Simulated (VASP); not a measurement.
Input of a VASP 6.6.1 run:

INCAR

```
PREC = Accurate
ENCUT = 520
EDIFF = 1E-6
ISMEAR = -1
SIGMA = 0.05
LREAL = False
LASPH = True
NELM = 100
ALGO = Normal
ISIF = 2
LWAVE = False
LCHARG = False
GGA = B5
ALDAX = 1.0
AGGAX = 1.0
AGGAC = 1.0
ALDAC = 0.0
NBANDS = 13
ISYM = 0
```

KPOINTS

```
Automatic mesh
0
Gamma
  6 6 6
  0.5 0.5 0.5
```

Contents of POSCAR:

```
O
1.0
    3.0700550000      0.0000000000      0.0000000000
    1.5350275000      2.6587456210      0.0000000000
    1.5350275000      0.8862485403      2.5066894108
O
2
Direct
    0.2500000000      0.2500000000      0.2500000000
    0.0000000000      0.0000000000      0.0000000000
```

Potentials or basis: VASP PAW PBE potentials, release 64 (O).

The run is started by

```console
$ cat potpaw_PBE.64/O/POTCAR > POTCAR
$ mpirun -np 1 vasp_std > vasp.out
```

(1) Estimate the pressure.

(2) What does it give for the band gap on the k mesh?

Answers

(1) 10.1 GPa.

(2) zero (band 6 reaches 1.44 eV, above the bottom of band 7 at 0.48 eV).

Caveat: the k points lie up to 0.42 Å⁻¹ apart; the PAW data sets were made with another functional, which shifts forces and pressure a little.
